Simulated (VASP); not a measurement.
## S: single point with PBE

The system is S.

```
S
1.0
     1.62069    0.93571    0.88037
    -1.62069    0.93571    0.88037
     0.00000   -1.87141    0.88037
S
1
Cartesian
  0.0000 0.0000 0.0000
```

```json
{
  "Program": "VASP 6.6.1",
  "Task": "single point",
  "Functional": "PBE",
  "Potentials or basis": "VASP PAW PBE potentials, release 64 (S)",
  "Cutoff": "500 eV",
  "k mesh": "16 × 16 × 16",
  "Occupations": "fermi-dirac, width 0.15 eV",
  "Spin": "no spin polarisation",
  "Dipole correction": "no",
  "Further INCAR settings": "ALGO = Normal; EDIFF = 1e-06; NBANDS = 9"
}
```

- Pressure: 214.4 GPa
- Band gap on the k mesh: zero (bands 3 and 4 overlap by 13.99 eV)

Stress tensor (GPa, compression positive):
```
221.87   0.00   0.00
  0.00 221.87   0.00
  0.00   0.00 199.39
```

Levels at points of the mesh, in eV from the Fermi level:
| k point | band 1 | band 2 | band 3 | band 4 | band 5 | band 6 | band 7 |
| --- | --- | --- | --- | --- | --- | --- | --- |
| (0.00, 0.00, 0.00) | -27.22 | 4.42 | 7.30 | 7.30 | 7.77 | 7.77 | 16.46 |
| (0.50, 0.00, 0.00) | -19.02 | -16.70 | 4.40 | 6.02 | 7.02 | 11.81 | 24.16 |
| (0.50, 0.50, 0.00) | -14.73 | -13.84 | -5.69 | -0.34 | 8.64 | 12.42 | 19.73 |
| (0.50, 0.50, 0.50) | -8.58 | -8.58 | -4.39 | -4.19 | -1.53 | -1.53 | 16.54 |

Wall time 6.8 s on 1 thread of Intel(R) Xeon(R) 6975P-C (Granite Rapids), with other jobs on the host, peak memory 0.13 GiB.

Caveat: the cell stands under pressure.
